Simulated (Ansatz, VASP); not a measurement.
AlN in VASP and in Ansatz

INCAR

```
  ALGO = Normal
  EDIFF = 1E-6
  ENCUT = 520
  GGA = PS
  ISIF = 2
  ISMEAR = -1
  LASPH = True
  LCHARG = True
  LELF = True
  LREAL = False
  LVHAR = True
  LWAVE = False
  NBANDS = 16
  NELM = 80
  PREC = Accurate
  SIGMA = 0.03
```

KPOINTS

```
k-points
0
Gamma
  10 10 6
```

POSCAR

```
AlN
1.0
    3.1110021516      0.0000000000      0.0000000000
   -1.5555010758      2.6942068945      0.0000000000
    0.0000000000      0.0000000000      4.9282200000
Al N
2 2
Direct
    0.3333333333      0.6666666667      0.0000000000
    0.6666666667      0.3333333333      0.5000000000
    0.3333333333      0.6666666667      0.3850000000
    0.6666666667      0.3333333333      0.8850000000
```

Input for Ansatz:

```yaml
crystal:
  lattice:
    - [3.1110021516, 0.0, 0.0]
    - [-1.5555010758, 2.6942068945, 0.0]
    - [0.0, 0.0, 4.92822]
  atoms:
    - { symbol: Al, position: [0.3333333333, 0.6666666667, 0.0] }
    - { symbol: Al, position: [0.6666666667, 0.3333333333, 0.5] }
    - { symbol: "N", position: [0.3333333333, 0.6666666667, 0.385] }
    - { symbol: "N", position: [0.6666666667, 0.3333333333, 0.885] }
kpoints:
  mp_grid: { grid: [10, 10, 6] }
  band_path:
    path:
      - [0.0, 0.0, 0.0]
      - [0.5, 0.0, 0.0]
      - [0.3333333333, 0.3333333333, 0.0]
      - [0.0, 0.0, 0.0]
      - [0.0, 0.0, 0.5]
      - [0.5, 0.0, 0.5]
      - [0.3333333333, 0.3333333333, 0.5]
      - [0.0, 0.0, 0.5]
      - [0.5, 0.0, 0.5]
    npoints: 5
scf:
  occupations: { method: fermi_dirac, width: 0.03 }
hamiltonian:
  xc: pbesol
  pseudopotentials: { kind: all_electron, lapw: { basis_error: 0.001 } }
output:
  forces: true
  stress: true
  eigenvalues: true
```

Change from the starting cell: zz strain of -1 %.

Alike in both runs: task single point; functional PBEsol; k mesh 10 × 10 × 6; occupations fermi-dirac, width 0.03 eV; no spin polarisation.

|  | VASP | Ansatz |
| --- | --- | --- |
| version | VASP 6.6.1 | Ansatz 0.2.0 |
| potentials or method | VASP PAW PBE potentials, release 64 (Al, N), cutoff 520 eV | all-electron LAPW, scalar-relativistic |

|  | VASP | Ansatz | Ansatz less VASP |
| --- | --- | --- | --- |
| gap on the k mesh at the Fermi level (eV) | 4.15 | 4.15 | -0.005 |
| pressure (GPa) | 2.5 | 2.4 | -0.10 |
| traceless stress, the component that is largest in VASP (GPa) | 1.19 | 1.18 | -0.003 |
| rms of the force components (eV/Å) | 0.030 | 0.031 | +0.0010 |

VASP's potentials were made for PBE, not for PBEsol. Atom by atom the forces differ by 0.001 eV/Å (rms over components). Ansatz ran all-electron here, and VASP with PAW potentials.
